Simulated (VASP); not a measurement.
A run of VASP 6.6.1:

File INCAR:

```
SYSTEM = Mo
  PREC = Accurate
  ENCUT = 520
  EDIFF = 1E-6
  ISMEAR = -1
  SIGMA = 0.1
  LREAL = .FALSE.
  LASPH = .TRUE.
  NELM = 60
  ALGO = Normal
  ISIF = 2
  LWAVE = .FALSE.
  LCHARG = .FALSE.
  GGA = RP
  NBANDS = 13
```

File KPOINTS:

```
Automatic mesh
0
G
  13 13 13
  0 0 0
```

The input POSCAR:

```
Mo
1.0
    2.6176149510      0.0000000000      0.0000000000
    0.0000000000      2.6176149510      0.0000000000
    0.0000000000      0.0000000000      2.6176149510
Mo
1
Direct
    0.0000000000      0.0000000000      0.0000000000
```

Potentials or basis: VASP PAW PBE potentials, release 64 (Mo_sv).

Command:

```sh
$ cat potpaw_PBE.64/Mo_sv/POTCAR > POTCAR
$ mpirun -np 1 vasp_std > vasp.out
```

Hardware: 1 thread of Intel(R) Xeon(R) 6975P-C (Granite Rapids), with other jobs on the host.

Estimate the wall time of this run.

Wall time 6.7 s on 1 thread of Intel(R) Xeon(R) 6975P-C (Granite Rapids) (shared host), peak memory 0.13 GiB. Counts: scf iterations 11, k points 84.
